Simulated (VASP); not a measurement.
# Be: single point with PBEsol

The system is Be.

```xyz
1
Lattice="-1.0570 1.0570 1.0570 1.0570 -1.0570 1.0570 1.0570 1.0570 -1.0570" Properties=species:S:1:pos:R:3 pbc="T T T"
Be    0.0000    0.0000    0.0000
```

This isn't the form of Be at room conditions, which is hcp.

```
Program                : VASP 6.6.1
Task                   : single point
Functional             : PBEsol
Potentials or basis    : VASP PAW PBE potentials, release 64 (Be)
Cutoff                 : 520 eV
k mesh                 : 25 × 25 × 25
Occupations            : fermi-dirac, width 0.05 eV
Spin                   : no spin polarisation
Dipole correction      : no
Further INCAR settings : ALGO = Normal; EDIFF = 1e-06; NBANDS = 7
```

```json
{
  "Pressure": "141.5 GPa",
  "Band gap on the k mesh": "zero (bands 1 and 2 overlap by 7.37 eV)"
}
```

Levels at points of the mesh, in eV from the Fermi level:
```
           k point  band 1  band 2  band 3  band 4
(0.00, 0.00, 0.00)  -15.23   29.15   29.15   29.15
```

It took 8.5 s on 1 thread of Intel Xeon 8259CL (shared host), peak memory 0.12 GiB.

Caveat: the cell stands under pressure; the PAW data sets were made with another functional, which shifts forces and pressure a little.
